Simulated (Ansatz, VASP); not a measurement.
## Sb2Au: VASP beside Ansatz

The input INCAR:

```
  PREC = Accurate
  ENCUT = 520
  EDIFF = 1E-6
  ISMEAR = 1
  SIGMA = 0.3
  LREAL = False
  LASPH = True
  NELM = 80
  ALGO = Normal
  ISIF = 2
  LWAVE = False
  LCHARG = True
  GGA = CA
  LELF = True
  LVHAR = True
  NBANDS = 18
```

File KPOINTS:

```
Automatic mesh
0
Gamma
  6 6 6
```

The input POSCAR:

```
Sb2Au
1.0
    0.0000000000      3.3573230968      3.3573230968
    3.3573230968      0.0000000000      3.3573230968
    3.3573230968      3.3573230968      0.0000000000
Sb Au
2 1
Direct
    0.2500000000      0.2500000000      0.2500000000
    0.7500000000      0.7500000000      0.7500000000
    0.0000000000      0.0000000000      0.0000000000
```

Input for Ansatz:

```yaml
crystal:
  lattice:
    - [0.0, 3.3573230968087753, 3.3573230968087753]
    - [3.3573230968087753, 0.0, 3.3573230968087753]
    - [3.3573230968087753, 3.3573230968087753, 0.0]
  atoms:
    - { symbol: Sb, position: [0.25, 0.25, 0.25] }
    - { symbol: Sb, position: [0.75, 0.75, 0.75] }
    - { symbol: Au, position: [0.0, 0.0, 0.0] }
basis:
  ecutwfc: 470.0
  ecutrho_ratio: 6
kpoints:
  mp_grid:
    grid: [6, 6, 6]
hamiltonian:
  xc: lda
scf:
  n_extra_bands: 16
  occupations:
    method: cold
    width: 0.3
output:
  stress: true
```

Alike in both runs: task single point; functional LDA; k mesh 6 × 6 × 6; no spin polarisation.

```csv
,VASP,Ansatz
version,VASP 6.6.1,Ansatz 0.2.0
potentials or method,"VASP PAW LDA potentials, release 64 (Sb, Au), cutoff 520 eV","plane waves, PAW"
occupations,"methfessel-paxton of order 1, width 0.3 eV","cold, width 0.3 eV"
valence electrons in the cell,21,49
```

```tsv
	VASP	Ansatz	Ansatz less VASP
pressure (GPa)	0.7	0.5	-0.25
```

LDA's correlation is that of Perdew and Zunger in VASP and of Perdew and Wang (1992) in Ansatz. VASP's potentials hold 21 valence electrons a cell and Ansatz's 49, so a difference there can come from the potentials and not from the codes.

Spin-orbit coupling is off throughout.
